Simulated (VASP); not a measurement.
A run of VASP 6.6.1 is set up as follows.

Contents of INCAR:

```
SYSTEM = CuO
PREC     = Accurate       ! precision mode
ENCUT    = 820            ! plane-wave cutoff, eV
EDIFF    = 1E-6           ! SCF threshold, eV
ISMEAR   = 0              ! smearing method
SIGMA    = 0.05           ! smearing width, eV
LREAL    = .FALSE.        ! projectors in reciprocal space
LASPH    = .TRUE.         ! aspherical terms in the spheres
NELM     = 200            ! most SCF steps
ALGO     = Normal         ! electronic algorithm
ISIF     = 2              ! what is computed and relaxed
LWAVE    = .FALSE.        ! write WAVECAR
LCHARG   = .FALSE.        ! write CHGCAR
ISPIN    = 2              ! spin polarisation
MAGMOM   = 1 0            ! initial moments
LORBIT   = 11             ! projections on sites
LMAXMIX  = 4              ! l up to which the mixer works
LDAU     = .TRUE.         ! DFT+U
LDAUTYPE = 2            
LDAUL    = 2 -1           ! shell
LDAUU    = 6 0            ! U, eV
LDAUJ    = 0 0          
LDAUPRINT= 1            
GGA      = CA             ! functional
NBANDS   = 24             ! bands
GGA_COMPAT= .FALSE.
```

The input KPOINTS:

```
regular mesh
0
G
  8 8 7
  0 0 0
```

Contents of POSCAR:

```
CuO
1.0
    2.8363251100      0.0000000000      0.0000000000
   -1.4181625500      2.4563296000      0.0000000000
    0.0000000000      0.0000000000      2.7681127800
Cu O
1 1
Direct
    0.0000000000      0.0000000000      0.0000000000
    0.6666666667      0.3333333333      0.5000000000
```

Potentials or basis: VASP PAW LDA potentials, release 64 (Cu_sv_GW, O).

Launch:

```console
$ cat potpaw_LDA.64/Cu_sv_GW/POTCAR potpaw_LDA.64/O/POTCAR > POTCAR
$ mpirun -np 1 vasp_std > vasp.out
```

Problem. Estimate the band gap on the k mesh.

Solution. Zero (filled and empty bands overlap).

Problem. Estimate the site moments.

Solution. Cu +0.50; O +0.47 μB.

Stress tensor (GPa, compression positive):
```
-12.13   0.00   0.00
  0.00 -12.13   0.00
  0.00   0.00 -25.01
```

Caveat: the stress differs along the axes, from -25 to -12 GPa; a cell with one magnetic atom can't hold antiferromagnetic order, which such compounds often take.
